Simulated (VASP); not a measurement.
TaN, 2 atoms in the cell. The structure is trigonal, space group P3m1 (No. 156). The conventional cell has a = 3.143 Å, b = 3.143 Å, c = 5.032 Å, α = 90.00°, β = 90.00°, γ = 120.00°. Within 2.6 Å of Ta (site symmetry 3m) lie 3 N at 1.98 Å. Within 2.6 Å of N (site symmetry 3m) lie 3 Ta at 1.98 Å. 

* Program: VASP 6.6.1
* Task: single point
* Functional: PBE
* Potentials or basis: VASP PAW PBE potentials, release 64 (Ta_sv_GW, N)
* Cutoff: 700 eV
* k mesh: 12 × 12 × 8
* Occupations: gaussian, width 0.02 eV
* Spin: no spin polarisation
* Dipole correction: no
* Further INCAR settings: ALGO = Normal; EDIFF = 1e-06; NBANDS = 16

Potentials or basis: VASP PAW PBE potentials, release 64 (Ta_sv_GW, N).

Run with:

```console
$ cat potpaw_PBE.64/Ta_sv_GW/POTCAR potpaw_PBE.64/N/POTCAR > POTCAR
$ mpirun -np 1 vasp_std > vasp.out
```

Hardware: 1 thread of Intel(R) Xeon(R) 6975P-C (Granite Rapids), on a shared host.

Estimate the wall time of this run.

Run time: 100 s on 1 thread of Intel(R) Xeon(R) 6975P-C (Granite Rapids), on a shared host, peak memory 0.29 GiB. Counts: scf iterations 19, k points 131.
